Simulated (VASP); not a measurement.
## BP: relaxation of cell and atoms with RPBE

Crystal: BP.

```
P B
1.0
     0.00000    2.26900    2.26900
     2.26900    0.00000    2.26900
     2.26900    2.26900    0.00000
P B
1 1
Direct
  0.75000 0.75000 0.75000
  0.00000 0.00000 0.00000
```

```yaml
Program: VASP 6.6.1
Task: relaxation of cell and atoms
Functional: RPBE
Potentials_or_basis: VASP PAW PBE potentials, release 64 (P, B)
Cutoff: 600 eV
k_mesh: 10 × 10 × 10
Occupations: fermi-dirac, width 0.05 eV
Spin: no spin polarisation
Dipole_correction: no
Further_INCAR_settings: ALGO = Normal; EDIFF = 1e-07; IBRION = 2; EDIFFG = -0.005; NSW = 80; ISIF = 3
```

| Item | Value |
| --- | --- |
| Relaxed volume | 11.94 Å³/atom |
| Relaxed cell | a = 3.232 Å, b = 3.232 Å, c = 3.232 Å, α = 60.00°, β = 60.00°, γ = 60.00° |
| Space group after relaxing (to 0.05 Å) | F-43m (No. 216) |
| Energy gained by relaxing | 2.7 meV/atom |
| Ionic steps | 3 |
| Pressure after relaxing | 0.0 GPa |
| Band gap on the k mesh | 1.28 eV, indirect (least direct gap 3.36 eV) |

The path:
| step | energy change (eV) | largest force (eV/Å) | pressure (GPa) | volume (Å³) |
| --- | --- | --- | --- | --- |
| 1 | 0.0000 | 0.0000 | 3.50 | 23.36 |
| 2 | -0.0028 | 0.0000 | -2.29 | 24.24 |
| 3 | -0.0055 | 0.0000 | 0.01 | 23.87 |

Final structure:
```
CELL_PARAMETERS angstrom
0.00000 2.28535 2.28535
2.28535 0.00000 2.28535
2.28535 2.28535 0.00000
ATOMIC_POSITIONS crystal
P 0.75000 0.75000 0.75000
B 0.00000 0.00000 0.00000
```

Levels at points of the mesh, in eV from the valence-band top:
| k point | band 2 | band 3 | band 4 | band 5 | band 6 | band 7 |
| --- | --- | --- | --- | --- | --- | --- |
| (0.00, 0.00, 0.00) | 0.00 | 0.00 | 0.00 | 3.36 | 3.36 | 3.36 |
| (0.50, 0.00, 0.00) | -8.89 | -1.73 | -1.73 | 3.66 | 4.69 | 4.69 |
| (0.50, 0.50, 0.00) | -8.51 | -4.04 | -4.04 | 1.38 | 1.72 | 11.96 |

Wall time 53 s on 1 thread of Intel Xeon 8259CL, with other jobs on the host, peak memory 0.15 GiB.

Caveat: the PAW data sets were made with another functional, which shifts forces and pressure a little. A k mesh can miss the band edges.
